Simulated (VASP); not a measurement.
SnO:

```
Sn O
1.0
     0.00000    2.73860    2.73860
     2.73860    0.00000    2.73860
     2.73860    2.73860    0.00000
Sn O
1 1
Cartesian
  0.0000 0.0000 0.0000
  1.3693 1.3693 1.3693
```

* Program: VASP 6.6.1
* Task: relaxation of cell and atoms
* Functional: r2SCAN
* Potentials or basis: VASP PAW PBE potentials, release 64 (Sn_d, O)
* Cutoff: 600 eV
* k mesh: 8 × 8 × 8
* Occupations: fermi-dirac, width 0.02 eV
* Spin: no spin polarisation

At the start: pressure -2.0 GPa; volume 20.54 Å³/atom.

Problem. How do energy, volume and symmetry change on relaxing?

Solution. Over 3 steps the energy falls by 3.8 meV/atom and the volume is 19.94 Å³/atom (-2.9 %); space group F-43m (No. 216, to 0.05 Å).

The path:
```csv
step,energy change (eV),largest force (eV/Å),pressure (GPa),volume (Å³)
1,0.0000,0.0000,-1.95,41.08
2,-0.0071,0.0000,0.48,39.61
3,-0.0075,0.0000,0.01,39.88
```

Final structure:
```cif
data_structure
_symmetry_space_group_name_H-M 'P 1'
_symmetry_Int_Tables_number 1
_cell_length_a 3.8348
_cell_length_b 3.8348
_cell_length_c 3.8348
_cell_angle_alpha 60.000
_cell_angle_beta 60.000
_cell_angle_gamma 60.000
_cell_volume 39.88
loop_
_atom_site_label
_atom_site_type_symbol
_atom_site_fract_x
_atom_site_fract_y
_atom_site_fract_z
_atom_site_occupancy
Sn1 Sn 0.00000 0.00000 0.00000 1
O1 O 0.25000 0.25000 0.25000 1
```

Caveat: the PAW data sets were made with another functional, which shifts forces and pressure a little.
